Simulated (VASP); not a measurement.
Wanted: the native input for a VASP 6.6.1 run.

- Task: single point
- Functional: r2SCAN
- Potentials or basis: VASP PAW PBE potentials, release 64 (Ti_sv)
- Cutoff: 520 eV
- k mesh: 17 × 17 × 17
- Occupations: fermi-dirac, width 0.1 eV
- Spin: no spin polarisation
- Dipole correction: no
- Further INCAR settings: ALGO = Normal; EDIFF = 1e-06; NBANDS = 12

Crystal: Ti.

```
Ti
1.0
     2.62765    0.00000    0.00000
     0.00000    2.62765    0.00000
     0.00000    0.00000    2.62765
Ti
1
Direct
  0.00000 0.00000 0.00000
```

This isn't the form of Ti at room conditions, which is hcp.

The input as run:

POSCAR

```
Ti
1.0
    2.6276523021      0.0000000000      0.0000000000
    0.0000000000      2.6276523021      0.0000000000
    0.0000000000      0.0000000000      2.6276523021
Ti
1
Direct
    0.0000000000      0.0000000000      0.0000000000
```

INCAR.step1

```
SYSTEM = Ti
PREC = Accurate
ENCUT = 520
ISMEAR = -1
SIGMA = 0.1
LREAL = .False.
LASPH = .True.
NELM = 80
NBANDS = 12
GGA = PE
ALGO = Normal
EDIFF = 1E-4
LWAVE = .True.
LCHARG = .False.
```

INCAR.step2

```
SYSTEM = Ti
PREC = Accurate
ENCUT = 520
EDIFF = 1E-6
ISMEAR = -1
SIGMA = 0.1
LREAL = .False.
LASPH = .True.
NELM = 80
ALGO = Normal
ISIF = 2
LWAVE = .False.
LCHARG = .False.
METAGGA = R2SCAN
LMIXTAU = .True.
NBANDS = 12
ISTART = 1
```

KPOINTS

```
Automatic mesh
0
Gamma
  17 17 17
  0 0 0
```

Potentials or basis: VASP PAW PBE potentials, release 64 (Ti_sv).

Launch:

```console
$ cat potpaw_PBE.64/Ti_sv/POTCAR > POTCAR
$ cp INCAR.step1 INCAR
$ mpirun -np 1 vasp_std > vasp.out
$ cp INCAR.step2 INCAR
$ mpirun -np 1 vasp_std > vasp.out
```

Results of the run:

| Quantity | Value |
| --- | --- |
| Pressure | 0.4 GPa |
| Band gap on the k mesh | zero (bands 6 and 7 overlap by 2.33 eV) |

Caveat: the PAW data sets were made with another functional, which shifts forces and pressure a little.

Wall time 76 s on 1 thread of AMD EPYC 9R45 96-Core Processor (Zen 5) (shared host), peak memory 0.12 GiB.
